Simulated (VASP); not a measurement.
# Cr (P4/nmm) in VASP: single point with PBE

Aim: the single point of Cr with PBE.

Program: VASP 6.6.1. These are calculated values, not measurements. Logs are shortened: lines on timing, memory, paths and dates and some standing lists are left out, and cuts for length are marked.

### Step 1. The cell of the first run

The structure is tetragonal, space group P4/nmm (No. 129). The conventional cell has a = 2.850 Å, b = 2.850 Å, c = 2.850 Å, α = 90.00°, β = 90.00°, γ = 90.00°. Cr (site symmetry 4mm) has 14 Cr at 2.43 to 2.85 Å within 3.2 Å.

### Step 2. Single point, PBE

The input, INCAR:

```
SYSTEM = Cr
PREC     = Accurate       ! precision mode
ENCUT    = 500            ! plane-wave cutoff, eV
EDIFF    = 1E-6           ! SCF threshold, eV
ISMEAR   = -1             ! smearing method
SIGMA    = 0.1            ! smearing width, eV
LREAL    = .FALSE.        ! projectors in reciprocal space
LASPH    = .TRUE.         ! aspherical terms in the spheres
NELM     = 120            ! most SCF steps
ALGO     = Normal         ! electronic algorithm
ISIF     = 2              ! what is computed and relaxed
LWAVE    = .FALSE.        ! write WAVECAR
LCHARG   = .FALSE.        ! write CHGCAR
GGA      = PE             ! functional
NBANDS   = 19             ! bands
GGA_COMPAT= .FALSE.
```

The input, KPOINTS:

```
regular mesh
0
G
  4 8 8
  0 0 0
```

The input, POSCAR:

```
Cr
1.0
   -2.8500000000      2.8500000000      2.8500000000
    0.0000000000      0.0000000000      2.8500000000
    0.0000000000      2.8500000000      0.0000000000
Cr
2
Direct
    0.0122807018     -0.0122807018     -0.0122807018
    0.4877192982      0.0122807018      0.0122807018
```

Potentials or basis: VASP PAW PBE potentials, release 64 (Cr_pv).

The run is started by

```console
cat potpaw_PBE.64/Cr_pv/POTCAR > POTCAR
mpirun -np 1 vasp_std > vasp.out
```

OUTCAR:

```text
SYSTEM = Cr
   PREC = Accurate
   ENCUT = 500
   EDIFF = 1E-6
   ISMEAR = -1
   LREAL = .FALSE.
   LASPH = .TRUE.
   NELM = 120
   ISIF = 2
   GGA = PE

 ion  position               nearest neighbor table
   1  0.012  0.988  0.988-   2 2.43   2 2.43   2 2.43   2 2.43   2 2.51   2 2.51   2 2.51   2 2.51

   2  0.488  0.012  0.012-   1 2.43   1 2.43   1 2.43   1 2.43   1 2.51   1 2.51   1 2.51   1 2.51

  LATTYP: Found a simple cubic cell.
 ALAT       =     2.8500000000

  Lattice vectors:

 A1 = (  -2.8500000000,   0.0000000000,   0.0000000000)
 A2 = (   0.0000000000,   0.0000000000,   2.8500000000)
 A3 = (   0.0000000000,   2.8500000000,   0.0000000000)

Analysis of symmetry for initial positions (statically):
=====================================================================
 Subroutine PRICEL returns:
 Original cell was already a primitive cell.

 Routine SETGRP: Setting up the symmetry group for a
 simple cubic supercell.

 Subroutine GETGRP returns: Found 16 space group operations
 (whereof  8 operations were pure point group operations)
 out of a pool of 48 trial point group operations.

The static configuration has the point symmetry C_4v.
 The point group associated with its full space group is D_4h.

Analysis of symmetry for dynamics (positions and initial velocities):
=====================================================================
 Subroutine PRICEL returns:
 Original cell was already a primitive cell.

 Routine SETGRP: Setting up the symmetry group for a
 simple cubic supercell.

 Subroutine GETGRP returns: Found 16 space group operations
 (whereof  8 operations were pure point group operations)
 out of a pool of 48 trial point group operations.

The dynamic configuration has the point symmetry C_4v.
 The point group associated with its full space group is D_4h.

 Subroutine INISYM returns: Found 16 space group operations
 (whereof  8 operations are pure point group operations),
 and found     1 'primitive' translations

----------------------------------------------------------------------------------------

                                     Primitive cell

  volume of cell :      23.1491

[... 74 lines left out ...]
   dimension x,y,z NGXF=    72 NGYF=   48 NGZF=   48
   ions per type =               2
   NGX,Y,Z   is equivalent  to a cutoff of  12.12, 14.00, 14.00 a.u.
   NGXF,Y,Z  is equivalent  to a cutoff of  24.25, 28.00, 28.00 a.u.
 SYSTEM =  Cr
   PREC   = accura    normal or accurate (medium, high low for compatibility)
   ISTART =      0    job   : 0-new  1-cont  2-samecut
   ICHARG =      2    charge: 1-file 2-atom 10-const
   ISPIN  =      1    spin polarized calculation?
   LNONCOLLINEAR =      F non collinear calculations
   LSORBIT =      F    spin-orbit coupling
   LASPH  =      T    aspherical Exc in radial PAW
   ENCUT  =  500.0 eV  36.75 Ry    6.06 a.u.   9.00  5.20  5.20*2*pi/ulx,y,z
   NELM   =    120;   NELMIN=  2; NELMDL= -5     # of ELM steps
   EDIFF  = 0.1E-05   stopping-criterion for ELM
   LREAL  =      F    real-space projection
   EDIFFG = 0.1E-04   stopping-criterion for IOM
   NSW    =      0    number of steps for IOM
   IBRION =     -1    ionic relax: 0-MD 1-quasi-New 2-CG
   NFREE  =      0    steps in history (QN), initial steepest desc. (CG)
   ISIF   =      2    stress and relaxation
   ISYM   =      2    0-nonsym 1-usesym 2-fastsym
   POTIM  = 0.5000    time-step for ionic-motion
   TEBEG  =    0.0;   TEEND  =   0.0 temperature during run
   PSTRESS=    0.0 pullay stress
   NELECT =      24.0000    total number of electrons
   NUPDOWN=      -1.0000    fix difference up-down
   EMIN   =  10.00;   EMAX   =-10.00  energy-range for DOS
   EFERMI =   0.00;   METHOD = LEGACY
   ISMEAR =    -1;   SIGMA  =   0.10  broadening in eV -4-tet -1-fermi 0-gaus
   EFERMI_NEDOS =   21; number of points for ismear=-14 and -15
   IALGO  =     38    algorithm
   IMIX   =      4    mixing-type and parameters
     AMIX     =   0.40;   BMIX     =  1.00
     AMIX_MAG =   1.60;   BMIX_MAG =  1.00
  volume/ion in A,a.u.               =      11.57        78.11
  Fermi-wavevector in a.u.,A,eV,Ry     =   1.656916  3.131116 37.353017  2.745369
  Thomas-Fermi vector in A             =   2.744758
   LORBIT       =      0    0 simple, 1 ext, 2 COOP (PROOUT), +10 PAW based schemes
   GGA     = PE    functional components
   LHFCALC =     F    Hartree Fock is set to
   AEXX    =    0.0000 exact exchange contribution
   IVDW    =     0    specifies the selected vdW correction
   LEPSILON=     F    determine dielectric tensor
   LRPA    =     F    only Hartree local field effects (RPA)
 non-spin polarized calculation
  energy-cutoff  :      500.00
  volume of cell :       23.15
 maximum number of plane-waves:       624
   NGX = 19   NGY = 11   NGZ = 11

 number of electron      24.0000002 magnetization

 Free energy of the ion-electron system (eV)
  ---------------------------------------------------
  ext. energy  EPLUGINS =         0.00000000
  ---------------------------------------------------
  free energy    TOTEN  =       -19.02695741 eV

  energy without entropy =      -18.98386475  energy(sigma->0) =      -19.00541108

 E-fermi :  10.7885     XC(G=0): -13.6625

 val. band max:       10.6180139899   @ k =   0.0000   0.3750  -0.3750
 cond. band min:      10.8704546538   @ k =   0.2500   0.0000   0.3750
 fundamental gap:      0.2524406638
 Fermi energy:        10.7885093893

 k-point     1 :       0.0000    0.0000    0.0000
  band No.  band energies     occupation
      1     -32.4340      2.00000
      2     -32.4340      2.00000
      3     -32.4284      2.00000
      4     -31.8088      2.00000
      5     -31.8003      2.00000
      6     -31.8003      2.00000
[... 505 lines left out ...]
      6     -31.8508      2.00000
[... 11 lines left out ...]
     18      16.2545      0.00000
     19      18.0198      0.00000

 [... further k-points ...]
[... 5 lines left out ...]
  --------------------------------------------------------------------------------------
  -------------------------------------------------------------------------------------
  Total       -0.0312633     -0.0126719     -0.0126719      0.0000000     -0.0000000     -0.0000000
  in kB       -2.1637673     -0.8770341     -0.8770341      0.0000000     -0.0000000     -0.0000000
  external PRESSURE =      -1.3059452 kB  Pullay stress =       0.0000000 kB

 VOLUME and BASIS-vectors are now :
 -----------------------------------------------------------------------------
  energy-cutoff  :      500.00
  volume of cell :       23.15
      direct lattice vectors                 reciprocal lattice vectors
    -2.850000000  2.850000000  2.850000000    -0.350877193  0.000000000  0.000000000
     0.000000000  0.000000000  2.850000000     0.350877193  0.000000000  0.350877193
     0.000000000  2.850000000  0.000000000     0.350877193  0.350877193  0.000000000

 POSITION                                       TOTAL-FORCE (eV/Angst)
 -----------------------------------------------------------------------------------
     -0.03500      2.85000      2.85000         0.407542      0.000000      0.000000
     -1.39000      1.42500      1.42500        -0.407542      0.000000      0.000000
 -----------------------------------------------------------------------------------
    total drift:                               -0.000000     -0.000000      0.000000

  FREE ENERGIE OF THE ION-ELECTRON SYSTEM (eV)
  ---------------------------------------------------
  free  energy   TOTEN  =       -19.0269574148 eV

  energy  without entropy=      -18.9838647479  energy(sigma->0) =      -19.00541108
```

OSZICAR:

```text
N       E                     dE             d eps       ncg     rms          rms(c)
DAV:   1     0.234691892533E+03    0.23469E+03   -0.13596E+04  1482   0.153E+03
DAV:   2    -0.141299188425E+02   -0.24882E+03   -0.24330E+03  1500   0.432E+02
DAV:   3    -0.222186472239E+02   -0.80887E+01   -0.79794E+01  1554   0.924E+01
DAV:   4    -0.223402115438E+02   -0.12156E+00   -0.12133E+00  1932   0.104E+01
DAV:   5    -0.223427940966E+02   -0.25826E-02   -0.25810E-02  1707   0.138E+00    0.182E+01
DAV:   6    -0.190569598583E+02    0.32858E+01   -0.14796E+01  1566   0.445E+01    0.269E+00
DAV:   7    -0.190468405209E+02    0.10119E-01   -0.33663E-01  1617   0.437E+00    0.160E+00
DAV:   8    -0.190272429140E+02    0.19598E-01   -0.17988E-02  1886   0.166E+00    0.191E-01
DAV:   9    -0.190270413513E+02    0.20156E-03   -0.32781E-03  1641   0.611E-01    0.940E-02
DAV:  10    -0.190269693232E+02    0.72028E-04   -0.15407E-04  1908   0.109E-01    0.436E-02
DAV:  11    -0.190269578985E+02    0.11425E-04   -0.34135E-05  1613   0.613E-02    0.511E-03
DAV:  12    -0.190269574148E+02    0.48371E-06   -0.10862E-06  1024   0.125E-02
   1 F= -.19026957E+02 E0= -.19005411E+02  d E =-.430927E-01
```

It took 9.7 s on 1 thread of Intel Xeon Platinum 8559C (Emerald Rapids), shared host; peak memory 0.15 GiB.

What came out:

- Free energy: -19.0270 eV
- Pressure: -0.1 GPa
- Largest force: 0.408 eV/Å
- Band gap on the k mesh: zero (band 12 reaches 12.05 eV, above the bottom of band 13 at 10.53 eV)

Forces in eV/Å, atoms in the order of the input:
```
Cr   0.408  0.000  0.000
Cr  -0.408  0.000  0.000
```

Levels at points of the mesh, in eV from the Fermi level:
```csv
k point,band 8,band 9,band 10,band 11,band 12,band 13,band 14,band 15,band 16,band 17
"(0.00, 0.00, 0.00)",-4.17,-4.14,-0.79,-0.76,-0.76,1.24,1.29,2.55,2.55,2.59
"(0.50, 0.00, 0.00)",-3.79,-1.96,-1.35,-0.27,-0.27,-0.26,-0.26,0.54,1.08,2.41
"(0.50, 0.50, 0.00)",-3.80,-1.72,-1.72,-0.32,-0.32,-0.19,-0.19,0.87,0.87,2.67
"(0.00, 0.50, 0.00)",-4.28,-2.31,-2.31,1.08,1.08,1.48,1.48,1.61,1.61,2.97
"(0.00, 0.50, 0.50)",-4.26,-2.29,-2.29,1.26,1.26,1.27,1.27,1.62,1.62,2.93
"(0.50, 0.50, 0.50)",-2.25,-2.17,-2.17,-2.10,-2.10,1.67,1.67,1.68,1.68,7.23
```

Caveat: the k points lie up to 0.55 Å⁻¹ apart; the run has no spin polarisation, though such a crystal can be magnetic.
